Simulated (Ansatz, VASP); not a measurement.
One calculation of Ti, two programs

```xyz
2
Lattice="2.9500 0.0000 0.0000 -1.4750 2.5548 0.0000 0.0000 0.0000 4.6800" Properties=species:S:1:pos:R:3 pbc="T T T"
Ti    0.0000    1.7032    1.1700
Ti    1.4750    0.8516    3.5100
```

Alike in both runs: task single point; functional r2SCAN; k mesh 9 × 9 × 4; occupations gaussian, width 0.1 eV; no spin polarisation.

```csv
,VASP,Ansatz
version,VASP 6.6.1,Ansatz 0.2.0
potentials or method,"VASP PAW PBE potentials, release 64 (Ti_sv), cutoff 520 eV","scalar-relativistic, plane waves, PAW"
valence electrons in the cell,24,24
```

Ansatz gave:

* gap on the k mesh at the Fermi level (eV): none
* pressure (GPa): -2.3
* traceless stress, the component that is largest in VASP (GPa): -0.82

Question: Estimate VASP's values.

Answer: gap on the k mesh at the Fermi level (eV): none; pressure (GPa): -2.0; traceless stress, the component that is largest in VASP (GPa): -0.79.

VASP's potentials were made for PBE, not for r2SCAN. A gap of «none» marks a metal or a gap that the smearing closes.
